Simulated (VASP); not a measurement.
Set up this calculation in VASP 6.6.1, as the native input.

```yaml
Task: single point
Functional: PBE
Potentials_or_basis: VASP PAW PBE potentials, release 64 (Re)
Cutoff: 520 eV
k_mesh: 10 × 10 × 10
Occupations: gaussian, width 0.15 eV
Spin: no spin polarisation
Dipole_correction: no
Further_INCAR_settings: ALGO = Normal; EDIFF = 1e-06; NBANDS = 10
```

The structure of Re lies in POSCAR:

```
Re
1.0
    0.0000000000      1.9577236186      1.9038862191
    1.9038862191      0.0000000000      1.9038862191
    1.9038862191      1.9577236186      0.0000000000
Re
1
Direct
    0.0000000000      0.0000000000      0.0000000000
```

This cell differs from its parent crystal: normal strain along x -0.0275, normal strain along z -0.0275.

One way to write it, as run:

INCAR

```
SYSTEM = Re
PREC = Accurate
ENCUT = 520
EDIFF = 1E-6
ISMEAR = 0
SIGMA = 0.15
LREAL = .False.
LASPH = .True.
NELM = 60
ALGO = Normal
ISIF = 2
LWAVE = .False.
LCHARG = .False.
GGA = PE
NBANDS = 10
```

KPOINTS

```
regular mesh
0
Gamma
  10 10 10
  0 0 0
```

Potentials or basis: VASP PAW PBE potentials, release 64 (Re).

Command:

```bash
$ cat potpaw_PBE.64/Re/POTCAR > POTCAR
$ mpirun -np 1 vasp_std > vasp.out
```

Results of the run:

The pressure is 22.6 GPa.

Caveat: the cell differs from its parent crystal (normal strain along x -0.0275, normal strain along z -0.0275).

Run time: 10 s on 1 thread of AMD EPYC 7R43 64-Core Processor (Zen 3), on a shared host, peak memory 0.1 GiB.
